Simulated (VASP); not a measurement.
# SnO (Cmce) in VASP: notebook

Runs on SnO. Level: PBE+D3(BJ). Tasks: single point.

Everything below comes from runs of VASP 6.6.1. Logs are shortened: lines on timing, memory, paths and dates and some standing lists are left out, and cuts for length are marked.

## Step 1: The cell of the first run

The typed cell holds 8 atoms: a = 3.798 Å, b = 3.798 Å, c = 9.583 Å, α = 90.00°, β = 90.00°, γ = 90.00°.

## Step 2: Single point, PBE+D3(BJ) (biaxial strain in the a-b plane: -1.0 %, then relaxed in part)

Contents of INCAR:

```
PREC = Accurate
ENCUT = 520
EDIFF = 1E-7
ISMEAR = 0
SIGMA = 0.1
LREAL = False
LASPH = True
NELM = 80
ALGO = Normal
ISIF = 2
LWAVE = False
LCHARG = False
GGA = PE
IVDW = 12
NBANDS = 50
```

Contents of KPOINTS:

```
regular mesh
0
Gamma
  10 10 4
```

Contents of POSCAR:

```
SnO
1.0
    2.6853815615     -2.6853740975      0.0000000000
    2.6853815615      2.6853740975      0.0000000000
    0.0000000000      0.0000000000      9.5829518208
Sn O
4 4
Direct
   -0.0000639948      0.0000639948      0.0008053968
    0.0000639948     -0.0000639948      0.5008053968
    0.5000637279      0.4999362721      0.2561940628
    0.4999362721      0.5000637279      0.7561940628
    1.0000714463      0.4999284107      0.3785002701
   -0.0000714463      0.5000715893      0.8785002701
    0.5000715893     -0.0000714463      0.3785002701
    0.4999284107      1.0000714463      0.8785002701
```

Potentials or basis: VASP PAW PBE potentials, release 64 (Sn_d, O).

Launch:

```sh
$ cat potpaw_PBE.64/Sn_d/POTCAR potpaw_PBE.64/O/POTCAR > POTCAR
$ mpirun -np 1 vasp_std > vasp.out
```

OUTCAR:

```text
PREC = Accurate
   ENCUT = 520
   EDIFF = 1E-7
   ISMEAR = 0
   LREAL = False
   LASPH = True
   NELM = 80
   ISIF = 2
   GGA = PE
   IVDW = 12
 IVDW          = 12

 ion  position               nearest neighbor table
   1  1.000  0.000  0.001-   6 2.23   8 2.23   6 2.23   8 2.23   4 3.56   4 3.56   4 3.56   4 3.56
                             3 3.63   3 3.63   3 3.63   3 3.63
   2  0.000  1.000  0.501-   5 2.23   7 2.23   7 2.23   5 2.23   3 3.56   3 3.56   3 3.56   3 3.56
                             4 3.63   4 3.63   4 3.63   4 3.63
   3  0.500  0.500  0.256-   5 2.23   7 2.23   5 2.23   7 2.23   2 3.56   2 3.56   2 3.56   2 3.56
                             1 3.63   1 3.63   1 3.63   1 3.63
   4  0.500  0.500  0.756-   6 2.23   8 2.23   8 2.23   6 2.23   1 3.56   1 3.56   1 3.56   1 3.56
                             2 3.63   2 3.63   2 3.63   2 3.63
   5  0.000  0.500  0.379-   2 2.23   3 2.23   2 2.23   3 2.23
   6  1.000  0.500  0.879-   1 2.23   4 2.23   1 2.23   4 2.23
   7  0.500  1.000  0.379-   2 2.23   3 2.23   2 2.23   3 2.23
   8  0.500  0.000  0.879-   1 2.23   4 2.23   1 2.23   4 2.23

  LATTYP: Found a simple tetragonal cell.
 ALAT       =     3.7976977466
 C/A-ratio  =     2.5233582187

  Lattice vectors:

 A1 = (   2.6853815615,  -2.6853740975,   0.0000000000)
 A2 = (   2.6853815615,   2.6853740975,   0.0000000000)
 A3 = (   0.0000000000,   0.0000000000,   9.5829518208)

Analysis of symmetry for initial positions (statically):
=====================================================================
 Subroutine PRICEL returns:
 Original cell was already a primitive cell.

 Routine SETGRP: Setting up the symmetry group for a
 simple tetragonal supercell.

 Subroutine GETGRP returns: Found  8 space group operations
 (whereof  2 operations were pure point group operations)
 out of a pool of 16 trial point group operations.

The static configuration has the point symmetry C_1h.
 The point group associated with its full space group is D_2h.

Analysis of symmetry for dynamics (positions and initial velocities):
=====================================================================
 Subroutine PRICEL returns:
 Original cell was already a primitive cell.

 Routine SETGRP: Setting up the symmetry group for a
 simple tetragonal supercell.

 Subroutine GETGRP returns: Found  8 space group operations
 (whereof  2 operations were pure point group operations)
[... 119 lines left out ...]
   IBRION =     -1    ionic relax: 0-MD 1-quasi-New 2-CG
   NFREE  =      0    steps in history (QN), initial steepest desc. (CG)
   ISIF   =      2    stress and relaxation
   ISYM   =      2    0-nonsym 1-usesym 2-fastsym
   POTIM  = 0.5000    time-step for ionic-motion
   TEBEG  =    0.0;   TEEND  =   0.0 temperature during run
   PSTRESS=    0.0 pullay stress
   NELECT =      80.0000    total number of electrons
   NUPDOWN=      -1.0000    fix difference up-down
   EMIN   =  10.00;   EMAX   =-10.00  energy-range for DOS
   EFERMI =   0.00;   METHOD = LEGACY
   ISMEAR =     0;   SIGMA  =   0.10  broadening in eV -4-tet -1-fermi 0-gaus
   EFERMI_NEDOS =   21; number of points for ismear=-14 and -15
   IALGO  =     38    algorithm
   IMIX   =      4    mixing-type and parameters
     AMIX     =   0.40;   BMIX     =  1.00
     AMIX_MAG =   1.60;   BMIX_MAG =  1.00
  volume/ion in A,a.u.               =      17.28       116.59
  Fermi-wavevector in a.u.,A,eV,Ry     =   1.364347  2.578242 25.326461  1.861442
  Thomas-Fermi vector in A             =   2.490671
   LORBIT       =      0    0 simple, 1 ext, 2 COOP (PROOUT), +10 PAW based schemes
   GGA     = PE    functional components
   LHFCALC =     F    Hartree Fock is set to
   AEXX    =    0.0000 exact exchange contribution
   IVDW    =    12    specifies the selected vdW correction
   LEPSILON=     F    determine dielectric tensor
   LRPA    =     F    only Hartree local field effects (RPA)
 non-spin polarized calculation
 Gauss-broadening in eV      SIGMA  =   0.10
  energy-cutoff  :      520.00
  volume of cell :      138.21
 maximum number of plane-waves:      3744
   NGX = 15   NGY = 15   NGZ = 35

 number of electron      80.0000002 magnetization

 Free energy of the ion-electron system (eV)
  ---------------------------------------------------
  ext. energy  EPLUGINS =         0.00000000
  ---------------------------------------------------
  free energy    TOTEN  =       -45.33453104 eV

  energy without entropy =      -45.33283490  energy(sigma->0) =      -45.33368297

 E-fermi :   7.4064     XC(G=0): -10.3475

 val. band max:        7.3905648602   @ k =   0.0000   0.0000   0.0000
 cond. band min:       7.4610656420   @ k =   0.5000   0.5000   0.2500
 fundamental gap:      0.0705007818
 Fermi energy:         7.4063919080

 k-point     1 :       0.0000    0.0000    0.0000
  band No.  band energies     occupation
      1     -14.6912      2.00000
      2     -14.6697      2.00000
      3     -14.3010      2.00000
      4     -14.2796      2.00000
      5     -14.2796      2.00000
      6     -14.2793      2.00000
[... 1261 lines left out ...]
     49      12.8499      0.00000
     50      14.2568      0.00000

 [... further k-points ...]

------------------------ aborting loop because EDIFF is reached ----------------------------------------

 Edisp (eV)   -1.90519

 E8    (eV) :    -0.8263

  FORCE on cell =-STRESS in cart. coord.  units (eV):
  Direction    XX          YY          ZZ          XY          YZ          ZX
  --------------------------------------------------------------------------------------
  -------------------------------------------------------------------------------------
  Total       1.70755     1.70797     0.21796     0.00000    -0.00000     0.00000
  in kB      19.79451    19.79940     2.52662     0.00000    -0.00000     0.00000
  external pressure =       14.04 kB  Pullay stress =        0.00 kB

 VOLUME and BASIS-vectors are now :
 -----------------------------------------------------------------------------
  energy-cutoff  :      520.00
  volume of cell :      138.21
      direct lattice vectors                 reciprocal lattice vectors
     2.685381561 -2.685374098  0.000000000     0.186193280 -0.186193797  0.000000000
     2.685381561  2.685374098  0.000000000     0.186193280  0.186193797  0.000000000
     0.000000000  0.000000000  9.582951821     0.000000000  0.000000000  0.104351980

 POSITION                                       TOTAL-FORCE (eV/Angst)
 -----------------------------------------------------------------------------------
      2.68538     -2.68503      0.00772         0.000000     -0.000107      0.081564
      2.68538      2.68503      4.79919         0.000000      0.000107      0.081564
      2.68538     -0.00034      2.45510         0.000000      0.000107     -0.081564
      2.68538      0.00034      7.24657         0.000000     -0.000107     -0.081564
      1.34269      1.34230      3.62715         0.000000      0.000344     -0.000000
      4.02807     -1.34230      8.41863        -0.000000     -0.000344     -0.000000
      4.02807      1.34230      3.62715         0.000000      0.000344     -0.000000
      1.34269     -1.34230      8.41863        -0.000000     -0.000344     -0.000000
 -----------------------------------------------------------------------------------
    total drift:                                0.000000      0.000967     -0.027794

  FREE ENERGIE OF THE ION-ELECTRON SYSTEM (eV)
  ---------------------------------------------------
  free  energy   TOTEN  =       -47.2397239078 eV

  energy  without entropy=      -47.2380277581  energy(sigma->0) =      -47.23887583
```

stdout:

```text
POSCAR found type information on POSCAR SnO
 POSCAR found :  2 types and       8 ions
 scaLAPACK will be used
 LDA part: xc-table for (Slater+PW92), standard interpolation
 POSCAR, INCAR and KPOINTS ok, starting setup
 FFT: planning ... GRIDC
 FFT: planning ... GRID_SOFT
 FFT: planning ... GRID
 WAVECAR not read
 entering main loop
```

It took 5 min on 1 thread of Intel Xeon 6975P-C (Granite Rapids), shared host; peak memory 0.54 GiB.

What came out:

```yaml
Free_energy: -47.2397 eV
Pressure: 1.4 GPa
Largest_force: 0.082 eV/Å
Band_gap_on_the_k_mesh: zero (bands 40 and 41 overlap by 0.18 eV)
Dispersion_energy_per_atom: -0.238 eV
```

Forces in eV/Å, atoms in the order of the input:
```
Sn   0.000  0.000  0.082
Sn   0.000  0.000  0.082
Sn   0.000  0.000 -0.082
Sn   0.000  0.000 -0.082
O    0.000  0.000  0.000
O    0.000  0.000  0.000
O    0.000  0.000  0.000
O    0.000  0.000  0.000
```

Levels at points of the mesh, in eV from the Fermi level:
| k point | band 36 | band 37 | band 38 | band 39 | band 40 | band 41 | band 42 | band 43 | band 44 | band 45 |
| --- | --- | --- | --- | --- | --- | --- | --- | --- | --- | --- |
| (0.00, 0.00, 0.00) | -3.16 | -3.16 | -3.10 | -2.38 | -0.02 | 1.75 | 2.15 | 2.72 | 2.72 | 3.59 |
| (0.50, 0.00, 0.00) | -4.80 | -2.90 | -2.90 | -1.87 | -1.87 | 2.55 | 2.55 | 3.16 | 3.16 | 5.23 |
| (0.50, 0.50, 0.00) | -2.51 | -2.51 | -2.51 | -2.03 | -2.03 | -0.19 | -0.19 | 2.13 | 2.13 | 4.07 |
| (0.00, 0.00, 0.50) | -3.17 | -3.17 | -3.17 | -0.65 | -0.65 | 1.71 | 1.71 | 3.32 | 3.32 | 3.32 |
| (0.50, 0.00, 0.50) | -4.83 | -2.34 | -2.34 | -2.34 | -2.34 | 2.85 | 2.85 | 2.85 | 2.85 | 5.48 |
| (0.50, 0.50, 0.50) | -2.51 | -2.49 | -2.49 | -2.49 | -2.49 | 0.71 | 0.71 | 0.71 | 0.71 | 5.04 |

Caveat: the cell differs from its parent crystal (biaxial strain in the a-b plane: -1.0 %, then relaxed in part); semilocal functionals underestimate gaps, so a narrow gap can read as zero; spin-orbit coupling is left out, which moves the levels of the heavy elements.

## Step 3: Single point, PBE+D3(BJ)

This run uses another cell than the first one, of 17.51 Å³/atom.

Contents of INCAR:

```
SYSTEM = SnO
  ALGO = Normal
  EDIFF = 1E-7
  ENCUT = 520
  GGA = PE
  ISIF = 2
  ISMEAR = 0
  IVDW = 12
  LASPH = .True.
  LCHARG = .False.
  LREAL = .False.
  LWAVE = .False.
  NBANDS = 50
  NELM = 60
  PREC = Accurate
  SIGMA = 0.1
```

Contents of KPOINTS:

```
k-points
0
Gamma
  10 10 4
  0 0 0
```

Contents of POSCAR:

```
SnO
1.0
    2.7125066278     -2.7124990884      0.0000000000
    2.7125066278      2.7124990884      0.0000000000
    0.0000000000      0.0000000000      9.5178525424
Sn O
4 4
Direct
   -0.0001094899      0.0001094899      0.0002320635
    0.0001094899     -0.0001094899      0.5002320635
    0.5001267851      0.4998732149      0.2567722140
    0.4998732149      0.5001267851      0.7567722140
    1.0001760648      0.4998148992      0.3784978612
   -0.0001760648      0.5001851008      0.8784978612
    0.5001851008     -0.0001760648      0.3784978612
    0.4998148992      1.0001760648      0.8784978612
```

Potentials or basis: VASP PAW PBE potentials, release 64 (Sn_d, O).

Launch:

```sh
$ cat potpaw_PBE.64/Sn_d/POTCAR potpaw_PBE.64/O/POTCAR > POTCAR
$ mpirun -np 1 vasp_std > vasp.out
```

OUTCAR:

```text
SYSTEM = SnO
   EDIFF = 1E-7
   ENCUT = 520
   GGA = PE
   ISIF = 2
   ISMEAR = 0
   IVDW = 12
   LASPH = .True.
   LREAL = .False.
   NELM = 60
   PREC = Accurate
 IVDW          = 12

 ion  position               nearest neighbor table
   1  1.000  0.000  0.000-   6 2.24   8 2.24   6 2.24   8 2.24   4 3.57   4 3.57   4 3.57   4 3.57
                             3 3.65   3 3.65   3 3.65   3 3.65
   2  0.000  1.000  0.500-   5 2.24   7 2.24   7 2.24   5 2.24   3 3.57   3 3.57   3 3.57   3 3.57
                             4 3.65   4 3.65   4 3.65   4 3.65
   3  0.500  0.500  0.257-   5 2.24   7 2.24   5 2.24   7 2.24   2 3.57   2 3.57   2 3.57   2 3.57
[... 1499 lines left out ...]
  in kB       2.47113     2.47582     2.57828     0.00000     0.00000     0.00000
  external pressure =        2.51 kB  Pullay stress =        0.00 kB

 VOLUME and BASIS-vectors are now :
 -----------------------------------------------------------------------------
  energy-cutoff  :      520.00
  volume of cell :      140.06
      direct lattice vectors                 reciprocal lattice vectors
     2.712506628 -2.712499088  0.000000000     0.184331347 -0.184331859  0.000000000
     2.712506628  2.712499088  0.000000000     0.184331347  0.184331859  0.000000000
     0.000000000  0.000000000  9.517852542     0.000000000  0.000000000  0.105065717

 POSITION                                       TOTAL-FORCE (eV/Angst)
 -----------------------------------------------------------------------------------
      2.71251     -2.71191      0.00221         0.000000      0.000954      0.083858
      2.71251      2.71191      4.76114         0.000000     -0.000954      0.083858
      2.71251     -0.00069      2.44392         0.000000     -0.000370     -0.084405
      2.71251      0.00069      7.20285         0.000000      0.000370     -0.084405
      1.35623      1.35527      3.60249         0.000356      0.001658      0.000274
      4.06878     -1.35527      8.36141        -0.000356     -0.001658      0.000274
      4.06878      1.35527      3.60249        -0.000356      0.001658      0.000274
      1.35623     -1.35527      8.36141         0.000356     -0.001658      0.000274
 -----------------------------------------------------------------------------------
    total drift:                                0.000000      0.000000     -0.000057

  FREE ENERGIE OF THE ION-ELECTRON SYSTEM (eV)
  ---------------------------------------------------
  free  energy   TOTEN  =       -47.2575508729 eV

  energy  without entropy=      -47.2564146347  energy(sigma->0) =      -47.25698275
```

OSZICAR:

```text
N       E                     dE             d eps       ncg     rms          rms(c)
DAV:   1     0.106452656376E+04    0.10645E+04   -0.37614E+04 10124   0.246E+03
DAV:   2     0.167073707198E+03   -0.89745E+03   -0.85728E+03  9420   0.699E+02
DAV:   3    -0.343944555767E+02   -0.20147E+03   -0.19192E+03 10474   0.251E+02
DAV:   4    -0.521077609529E+02   -0.17713E+02   -0.17363E+02 11042   0.767E+01
DAV:   5    -0.527565851812E+02   -0.64882E+00   -0.64705E+00 10842   0.152E+01    0.163E+01
DAV:   6    -0.452961728905E+02    0.74604E+01   -0.29976E+01 14580   0.499E+01    0.672E+00
DAV:   7    -0.454214211183E+02   -0.12525E+00   -0.47468E+00 10084   0.968E+00    0.376E+00
DAV:   8    -0.454033041851E+02    0.18117E-01   -0.84480E-01 14210   0.506E+00    0.133E+00
DAV:   9    -0.453758398243E+02    0.27464E-01   -0.15353E-01 14492   0.347E+00    0.394E-01
DAV:  10    -0.453798150444E+02   -0.39752E-02   -0.26642E-02 12798   0.142E+00    0.338E-01
DAV:  11    -0.453776175586E+02    0.21975E-02   -0.68514E-03 13598   0.735E-01    0.604E-02
DAV:  12    -0.453777853066E+02   -0.16775E-03   -0.20679E-03 10604   0.198E-01    0.538E-02
DAV:  13    -0.453777780347E+02    0.72719E-05   -0.89198E-05 12786   0.850E-02    0.297E-02
DAV:  14    -0.453777771074E+02    0.92736E-06   -0.81325E-06 10416   0.164E-02    0.156E-02
DAV:  15    -0.453777747942E+02    0.23132E-05   -0.89327E-06 12520   0.222E-02    0.366E-03
DAV:  16    -0.453777751803E+02   -0.38610E-06   -0.76014E-07 11216   0.677E-03    0.231E-03
DAV:  17    -0.453777752670E+02   -0.86678E-07   -0.20154E-07  8034   0.360E-03
   1 F= -.47257551E+02 E0= -.47256983E+02  d E =-.113624E-02
```

It took 5.8 min on 1 thread of Intel Xeon 6975P-C (Granite Rapids), shared host; peak memory 0.56 GiB.

Results:

```yaml
Free_energy: -47.2576 eV
Pressure: 0.3 GPa
Largest_force: 0.084 eV/Å
Band_gap_on_the_k_mesh: zero (filled and empty bands touch)
Dispersion_energy_per_atom: -0.235 eV
```

Forces in eV/Å, atoms in the order of the input:
```
Sn   0.000  0.001  0.084
Sn   0.000 -0.001  0.084
Sn   0.000  0.000 -0.084
Sn   0.000  0.000 -0.084
O    0.000  0.002  0.000
O    0.000 -0.002  0.000
O    0.000  0.002  0.000
O    0.000 -0.002  0.000
```

Levels at points of the mesh, in eV from the Fermi level:
```
           k point  band 38  band 39  band 40  band 41  band 42  band 43
(0.00, 0.00, 0.00)    -3.06    -2.14    -0.07     1.66     2.10     2.76
(0.50, 0.00, 0.00)    -2.73    -1.73    -1.73     2.64     2.64     3.23
(0.50, 0.50, 0.00)    -2.47    -1.92    -1.92    -0.06    -0.06     2.28
(0.00, 0.00, 0.50)    -3.12    -0.61    -0.61     1.63     1.63     3.36
(0.50, 0.00, 0.50)    -2.19    -2.19    -2.19     2.92     2.92     2.92
(0.50, 0.50, 0.50)    -2.39    -2.39    -2.39     0.85     0.85     0.85
```

Caveat: semilocal functionals underestimate gaps, so a narrow gap can read as zero; spin-orbit coupling is left out, which moves the levels of the heavy elements.
